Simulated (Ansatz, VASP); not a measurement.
# ZrB2: VASP beside Ansatz

```
CELL_PARAMETERS angstrom
3.17000 0.00000 0.00000
-1.58500 2.74530 0.00000
0.00000 0.00000 3.53300
ATOMIC_POSITIONS crystal
Zr 0.00000 0.00000 0.00000
B 0.66667 0.33333 0.50000
B 0.33333 0.66667 0.50000
```

Alike in both runs: functional PBEsol; k mesh 8 × 8 × 6; occupations fermi-dirac, width 0.05 eV; no spin polarisation.

```csv
,VASP,Ansatz
version,VASP 6.6.1,Ansatz 0.2.0
potentials or method,"VASP PAW PBE potentials, release 64 (Zr_sv, B), cutoff 520 eV","all-electron LAPW, scalar-relativistic"
task,single point,band structure
```

|  | VASP | Ansatz | Ansatz less VASP |
| --- | --- | --- | --- |
| gap on the k mesh at the Fermi level (eV) | none | none | - |
| pressure (GPa) | -3.8 | -4.1 | -0.30 |
| traceless stress, the component that is largest in VASP (GPa) | -0.47 | -0.42 | +0.045 |

VASP's potentials were made for PBE, not for PBEsol. A gap of «none» marks a metal or a gap that the smearing closes. Ansatz ran all-electron here, and VASP with PAW potentials.

Noted on Ansatz's run: the k mesh is thin for a metal, which can move the energy by tens of meV per atom.
